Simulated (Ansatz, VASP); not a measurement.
# Two plane-wave programs on CsTaAlP3

```
Cs Ta Al P
1.0
     6.90477    0.00000    0.00000
    -3.45238    5.97970    0.00000
     0.00000    0.00000    3.24552
Cs Ta Al P
1 1 1 3
Direct
  0.00000 0.00000 0.00000
  0.66667 0.33333 0.00000
  0.33333 0.66667 0.00000
  0.99409 0.49704 0.50000
  0.50296 0.49704 0.50000
  0.50296 0.00591 0.50000
```

Change from the starting cell: species swapped into the YSiBRh3 type (P-6m2, No. 187).

Alike in both runs: functional PBE; k mesh 6 × 6 × 12; occupations gaussian, width 0.1 eV; no spin polarisation.

Ansatz relaxed the structure, and its values are those at the end. VASP's run is a single point on that final structure, the one shown.

```csv
,VASP,Ansatz
version,VASP 6.6.1,Ansatz 0.2.0
potentials or method,"VASP PAW PBE potentials, release 64 (Cs_sv, Ta_pv, Al, P), cutoff 520 eV","scalar-relativistic, plane waves, PAW"
valence electrons in the cell,38,40
```

Ansatz gave:

```
gap on the k mesh at the Fermi level (eV) : none
pressure (GPa)                            : 0.0
```

Question: What did VASP give for the same quantities?

Answer: gap on the k mesh at the Fermi level (eV): none; pressure (GPa): 0.1.

A gap of «none» marks a metal or a gap that the smearing closes. With one functional, cell and mesh, what is left measures potentials, basis and numerics. VASP's potentials hold 38 valence electrons a cell and Ansatz's 40, so a difference there can come from the potentials and not from the codes.

Spin-orbit coupling is off throughout.
